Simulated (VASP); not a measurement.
# NiO (Fm-3m) in VASP: a series of runs, part 2 of 2

VASP 6.6.1. Earlier steps stand in the parts before.

### Step 3. Single point, PBE+U, collinear spin, ferromagnetic start

Contents of INCAR:

```
  PREC = Accurate
  ENCUT = 600
  EDIFF = 1E-6
  ISMEAR = 0
  SIGMA = 0.1
  LREAL = False
  LASPH = True
  NELM = 200
  ALGO = Normal
  ISIF = 2
  LWAVE = False
  LCHARG = True
  ISPIN = 2
  MAGMOM = 1.89 0.22
  LORBIT = 11
  LMAXMIX = 4
  LDAU = True
  LDAUTYPE = 2
  LDAUL = 2 -1
  LDAUU = 6.2 0
  LDAUJ = 0 0
  LDAUPRINT = 1
  GGA = PE
  LELF = True
  LVHAR = True
  NBANDS = 19
  GGA_COMPAT = False
```

Contents of KPOINTS:

```
regular mesh
0
Gamma
  8 8 8
```

Contents of POSCAR:

```
NiO
1.0
    0.0000000000      2.1337376285      2.1337376285
    2.1337376285      0.0000000000      2.1337376285
    2.1337376285      2.1337376285      0.0000000000
Ni O
1 1
Direct
    0.0000000000      0.0000000000      0.0000000000
    0.5000000000      0.5000000000      0.5000000000
```

Potentials or basis: VASP PAW PBE potentials, release 64 (Ni, O).

Started as:

```sh
$ cat potpaw_PBE.64/Ni/POTCAR potpaw_PBE.64/O/POTCAR > POTCAR
$ mpirun -np 1 vasp_std > vasp.out
```

OUTCAR:

```text
PREC = Accurate
   ENCUT = 600
   EDIFF = 1E-6
   ISMEAR = 0
   LREAL = False
   LASPH = True
   NELM = 200
   ISIF = 2
   ISPIN = 2
   LORBIT = 11
   GGA = PE

 ion  position               nearest neighbor table
   1  0.000  0.000  0.000-   2 2.13   2 2.13   2 2.13   2 2.13   2 2.13   2 2.13
   2  0.500  0.500  0.500-   1 2.13   1 2.13   1 2.13   1 2.13   1 2.13   1 2.13

  LATTYP: Found a face centered cubic cell.
 ALAT       =     4.2674752570

  Lattice vectors:

 A1 = (   0.0000000000,   2.1337376285,   2.1337376285)
 A2 = (   2.1337376285,   0.0000000000,   2.1337376285)
 A3 = (   2.1337376285,   2.1337376285,   0.0000000000)

Analysis of symmetry for initial positions (statically):
=====================================================================
 Subroutine PRICEL returns:
 Original cell was already a primitive cell.

 Routine SETGRP: Setting up the symmetry group for a
 face centered cubic supercell.

 Subroutine GETGRP returns: Found 48 space group operations
 (whereof 48 operations were pure point group operations)
 out of a pool of 48 trial point group operations.

The static configuration has the point symmetry O_h .

Analysis of symmetry for dynamics (positions and initial velocities):
=====================================================================
 Subroutine PRICEL returns:
 Original cell was already a primitive cell.

 Routine SETGRP: Setting up the symmetry group for a
 face centered cubic supercell.

 Subroutine GETGRP returns: Found 48 space group operations
 (whereof 48 operations were pure point group operations)
 out of a pool of 48 trial point group operations.

The dynamic configuration has the point symmetry O_h .

Analysis of structural, dynamic, and magnetic symmetry:
[... 184 lines left out ...]
  o =  1.0279  v =  0.0000 -0.0000  0.9994 -0.0000 -0.0353  0.0000  0.0000  0.0000  0.0000  0.0000      0.0000  0.0000  0.0000  0.0000  0.0000  0.0000  0.0000  0.0000  0.0000  0.0000

 number of electron      16.0000010 magnetization       1.9999973

 Free energy of the ion-electron system (eV)
  ---------------------------------------------------
  ext. energy  EPLUGINS =         0.00000000
  ---------------------------------------------------
  free energy    TOTEN  =       -10.14407249 eV

  energy without entropy =      -10.14407249  energy(sigma->0) =      -10.14407249

 E-fermi :   6.3846     XC(G=0): -12.2726

 val. band max:        5.9306925732   @ k =   0.5000   0.0000   0.0000
 cond. band min:       8.2921563400   @ k =   0.0000   0.0000   0.0000
 fundamental gap:      2.3614637668
 Fermi energy:         6.3846316992

 spin component 1

 k-point     1 :       0.0000    0.0000    0.0000
  band No.  band energies     occupation
      1     -12.3616      1.00000
      2      -0.1241      1.00000
      3      -0.1240      1.00000
      4       0.9896      1.00000
      5       0.9897      1.00000
      6       0.9897      1.00000
[... 1049 lines left out ...]
     18      37.1727      0.00000
     19      38.2253      0.00000

 [... further k-points ...]

------------------------ aborting loop because EDIFF is reached ----------------------------------------

  FORCE on cell =-STRESS in cart. coord.  units (eV):
  Direction    XX          YY          ZZ          XY          YZ          ZX
  --------------------------------------------------------------------------------------
  -------------------------------------------------------------------------------------
  Total       -1.0260391     -1.0260391     -1.0260391      0.0000000      0.0000000     -0.0000000
  in kB      -84.6099536    -84.6099536    -84.6099536      0.0000000      0.0000000     -0.0000000
  external PRESSURE =     -84.6099536 kB  Pullay stress =       0.0000000 kB

 VOLUME and BASIS-vectors are now :
 -----------------------------------------------------------------------------
  energy-cutoff  :      600.00
  volume of cell :       19.43
      direct lattice vectors                 reciprocal lattice vectors
     0.000000000  2.133737629  2.133737629    -0.234330591  0.234330591  0.234330591
     2.133737629  0.000000000  2.133737629     0.234330591 -0.234330591  0.234330591
     2.133737629  2.133737629  0.000000000     0.234330591  0.234330591 -0.234330591

 POSITION                                       TOTAL-FORCE (eV/Angst)
 -----------------------------------------------------------------------------------
      0.00000      0.00000      0.00000         0.000000      0.000000      0.000000
      2.13374      2.13374      2.13374        -0.000000     -0.000000      0.000000
 -----------------------------------------------------------------------------------
    total drift:                                0.000000     -0.000000     -0.000000

  FREE ENERGIE OF THE ION-ELECTRON SYSTEM (eV)
  ---------------------------------------------------
  free  energy   TOTEN  =       -10.1440724915 eV

  energy  without entropy=      -10.1440724915  energy(sigma->0) =      -10.14407249

 total charge

# of ion       s       p       d       tot
------------------------------------------
    1        0.326   0.378   8.173   8.877
    2        1.545   3.451   0.000   4.995
--------------------------------------------------
tot          1.871   3.829   8.173  13.872

 magnetization (x)

# of ion       s       p       d       tot
------------------------------------------
    1        0.012   0.012   1.803   1.827
    2        0.016   0.147   0.000   0.163
--------------------------------------------------
tot          0.028   0.159   1.803   1.990
```

stdout:

```text
POSCAR found type information on POSCAR NiO
 POSCAR found :  2 types and       2 ions
 scaLAPACK will be used
 LDA part: xc-table for (Slater+PW92), standard interpolation
 POSCAR, INCAR and KPOINTS ok, starting setup
 FFT: planning ... GRIDC
 FFT: planning ... GRID_SOFT
 FFT: planning ... GRID
 WAVECAR not read
 entering main loop
```

It took 41 s on 1 thread of Intel Xeon 8259CL, shared host; peak memory 0.16 GiB.

What came out:

```
Free energy                                           : -10.1441 eV
Pressure                                              : -8.5 GPa
Band gap on the k mesh                                : 2.36 eV (least direct gap 3.21 eV)
Net moment                                            : 2.00 μB per cell
Site moments                                          : Ni +1.83; O +0.16 μB
Valence electrons inside the program's atomic spheres : Ni 8.88; O 5.00
```

Eigenvalues of the final occupation matrices:
```tsv
site	spin	trace	eigenvalues
site 1 d	1	5.00	0.98 0.98 0.98 1.03 1.03
site 1 d	2	3.20	0.13 0.13 0.98 0.98 0.98
```

Caveat: the cell stands under tension; a cell with one magnetic atom can't hold antiferromagnetic order, which such compounds often take. The state reached can hang on the start; a lower one may exist.
